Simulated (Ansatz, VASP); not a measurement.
# Two plane-wave programs on Pb

File INCAR:

```
SYSTEM = Pb
PREC = Accurate
ENCUT = 520
EDIFF = 1E-6
ISMEAR = -1
SIGMA = 0.05
LREAL = .False.
LASPH = .True.
NELM = 80
ALGO = Fast
ISIF = 2
LWAVE = .False.
LCHARG = .False.
GGA = B5
ALDAX = 1.0
AGGAX = 1.0
AGGAC = 1.0
ALDAC = 0.0
IVDW = 13
VDW_S6 = 1.0
VDW_S8 = 2.34076671
VDW_A1 = 0.44488865
VDW_A2 = 4.0933009
NBANDS = 13
```

File KPOINTS:

```
Automatic mesh
0
Gamma
  9 9 9
  0 0 0
```

The input POSCAR:

```
Pb
1.0
    0.0000000000      2.4415696833      2.4415696833
    2.4415696833      0.0000000000      2.4415696833
    2.4415696833      2.4415696833      0.0000000000
Pb
1
Direct
    0.0000000000      0.0000000000      0.0000000000
```

File input.yaml:

```yaml
crystal:
  lattice:
    - [0.0, 2.4415696833, 2.4415696833]
    - [2.4415696833, 0.0, 2.4415696833]
    - [2.4415696833, 2.4415696833, 0.0]
  atoms:
    - { symbol: Pb, position: [0.0, 0.0, 0.0] }
hamiltonian:
  xc: blyp
  pseudopotentials: { kind: paw }
  dispersion: d4
kpoints:
  mp_grid: { grid: [9, 9, 9] }
scf:
  occupations: { method: fermi_dirac, width: 0.05 }
output:
  forces: true
  stress: true
  eigenvalues: true
```

Alike in both runs: task single point; functional BLYP; dispersion D4; k mesh 9 × 9 × 9; occupations fermi-dirac, width 0.05 eV; no spin polarisation.

|  | VASP | Ansatz |
| --- | --- | --- |
| version | VASP 6.6.1 | Ansatz 0.2.0 |
| potentials or method | VASP PAW PBE potentials, release 64 (Pb_d) | Ansatz PAW |
| plane-wave cutoff (eV) | 520 | 420 |
| valence electrons in the cell | 14 | 14 |

Ansatz gave:

* gap on the k mesh at the Fermi level (eV): none
* pressure (GPa): 4.0

What did VASP give for the same quantities?

gap on the k mesh at the Fermi level (eV): none; pressure (GPa): 4.2.

VASP's potentials were made for PBE, not for BLYP. A gap of «none» marks a metal or a gap that the smearing closes.

Spin-orbit coupling is off throughout.
